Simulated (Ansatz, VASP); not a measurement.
Two plane-wave programs on TaSi2

POSCAR

```
TaSi2
1.0
    4.7796805937      0.0000000000      0.0000000000
   -2.3898402968      4.1393248162      0.0000000000
    0.0000000000      0.0000000000      6.5552349491
Ta Si
3 6
Direct
    0.5000000000      0.0000000000      0.5000000000
    0.5000000000      0.5000000000      0.8333333333
    0.0000000000      0.5000000000      0.1666666667
    0.1583094661      0.3166189323      0.5000000000
    0.8416905339      0.1583094661      0.8333333333
    0.6833810677      0.8416905339      0.1666666667
    0.8416905339      0.6833810677      0.5000000000
    0.1583094661      0.8416905339      0.8333333333
    0.3166189323      0.1583094661      0.1666666667
```

File INCAR.step1:

```
SYSTEM = TaSi2
PREC     = Accurate       ! precision mode
ENCUT    = 520            ! plane-wave cutoff, eV
ISMEAR   = 0              ! smearing method
SIGMA    = 0.1            ! smearing width, eV
LREAL    = .FALSE.        ! projectors in reciprocal space
LASPH    = .TRUE.         ! aspherical terms in the spheres
NELM     = 80             ! most SCF steps
NBANDS   = 38             ! bands
GGA      = PE             ! functional
ALGO     = Normal         ! electronic algorithm
EDIFF    = 1E-4           ! SCF threshold, eV
LWAVE    = .TRUE.         ! write WAVECAR
LCHARG   = .FALSE.        ! write CHGCAR
```

The input INCAR.step2:

```
SYSTEM = TaSi2
PREC     = Accurate       ! precision mode
ENCUT    = 520            ! plane-wave cutoff, eV
EDIFF    = 1E-6           ! SCF threshold, eV
ISMEAR   = 0              ! smearing method
SIGMA    = 0.1            ! smearing width, eV
LREAL    = .FALSE.        ! projectors in reciprocal space
LASPH    = .TRUE.         ! aspherical terms in the spheres
NELM     = 80             ! most SCF steps
ALGO     = Normal         ! electronic algorithm
ISIF     = 2              ! what is computed and relaxed
LWAVE    = .FALSE.        ! write WAVECAR
LCHARG   = .TRUE.         ! write CHGCAR
METAGGA  = R2SCAN         ! meta-GGA
LMIXTAU  = .TRUE.       
LELF     = .TRUE.         ! ELF
LVHAR    = .TRUE.       
NBANDS   = 38             ! bands
ISTART   = 1
```

File KPOINTS:

```
Automatic mesh
0
G
  12 12 6
  0 0 0
```

Input for Ansatz:

```yaml
crystal:
  lattice:
    - [4.7796805937, 0.0, 0.0]
    - [-2.3898402968, 4.1393248162, 0.0]
    - [0.0, 0.0, 6.5552349491]
  atoms:
    - { symbol: Ta, position: [0.5, 0.0, 0.5] }
    - { symbol: Ta, position: [0.5, 0.5, 0.8333333333] }
    - { symbol: Ta, position: [0.0, 0.5, 0.1666666667] }
    - { symbol: Si, position: [0.1583094661, 0.3166189323, 0.5] }
    - { symbol: Si, position: [0.8416905339, 0.1583094661, 0.8333333333] }
    - { symbol: Si, position: [0.6833810677, 0.8416905339, 0.1666666667] }
    - { symbol: Si, position: [0.8416905339, 0.6833810677, 0.5] }
    - { symbol: Si, position: [0.1583094661, 0.8416905339, 0.8333333333] }
    - { symbol: Si, position: [0.3166189323, 0.1583094661, 0.1666666667] }
basis:
  ecutwfc: 500
kpoints:
  mp_grid: { grid: [12, 12, 6] }
  band_path:
    path:
      - [[0.0, 0.0, 0.0], [0.5, 0.0, 0.0], [0.33333333, 0.33333333, 0.0], [0.0, 0.0, 0.0], [0.0, 0.0, 0.5], [0.5, 0.0, 0.5], [0.33333333, 0.33333333, 0.5], [0.0, 0.0, 0.5]]
      - [[0.5, 0.0, 0.5], [0.5, 0.0, 0.0]]
      - [[0.33333333, 0.33333333, 0.5], [0.33333333, 0.33333333, 0.0]]
    npoints: 14
hamiltonian:
  xc: r2scan
scf:
  occupations: { method: gaussian, width: 0.1 }
  n_extra_bands: 22
output:
  forces: true
  stress: true
  eigenvalues: true
  populations: true
  dos: { projected: true, de: 0.02, nscf_kmesh: { grid: [18, 18, 9] } }
  bader: true
```

Alike in both runs: task single point; functional r2SCAN; k mesh 12 × 12 × 6; occupations gaussian, width 0.1 eV; no spin polarisation.

|  | VASP | Ansatz |
| --- | --- | --- |
| version | VASP 6.6.1 | Ansatz 0.2.0 |
| potentials or method | VASP PAW PBE potentials, release 64 (Ta_pv, Si), cutoff 520 eV | scalar-relativistic, plane waves, PAW |
| valence electrons in the cell | 57 | 63 |

Ansatz gave:

- gap on the k mesh at the Fermi level (eV): none
- pressure (GPa): 0.0
- traceless stress, the component that is largest in VASP (GPa): 0.01
- rms of the force components (eV/Å): 0.001

**Question.** What did VASP give for the same quantities?

**Answer.** gap on the k mesh at the Fermi level (eV): none; pressure (GPa): 0.3; traceless stress, the component that is largest in VASP (GPa): -0.06; rms of the force components (eV/Å): 0.005.

VASP's potentials were made for PBE, not for r2SCAN. Atom by atom the forces differ by 0.004 eV/Å (rms over components). A gap of «none» marks a metal or a gap that the smearing closes. VASP's potentials hold 57 valence electrons a cell and Ansatz's 63, so a difference there can come from the potentials and not from the codes.

Neither program's run includes spin-orbit coupling.
